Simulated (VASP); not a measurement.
Input of a VASP 6.6.1 run:

INCAR

```
PREC = Accurate
ENCUT = 520
EDIFF = 1E-6
ISMEAR = -1
SIGMA = 0.08
LREAL = F
LASPH = T
NELM = 80
ALGO = Normal
ISIF = 2
LWAVE = F
LCHARG = F
GGA = PE
NBANDS = 17
```

Contents of KPOINTS:

```
regular mesh
0
Gamma
  10 10 5
```

File POSCAR:

```
Sr
1.0
    4.3667172541      0.0000000000      0.0000000000
   -2.1833586271      3.7816880731      0.0000000000
    0.0000000000      0.0000000000      7.1427737969
Sr
2
Direct
    0.3333333333      0.6666666667      0.2500000000
    0.6666666667      0.3333333333      0.7500000000
```

Potentials or basis: VASP PAW PBE potentials, release 64 (Sr_sv).

Run with:

```sh
$ cat potpaw_PBE.64/Sr_sv/POTCAR > POTCAR
$ mpirun -np 1 vasp_std > vasp.out
```

(1) What does it give for the pressure?

(2) What does it give for the band gap on the k mesh?

## Answers

(1) -0.7 GPa.

(2) zero (band 10 reaches 1.47 eV, above the bottom of band 11 at 1.33 eV).
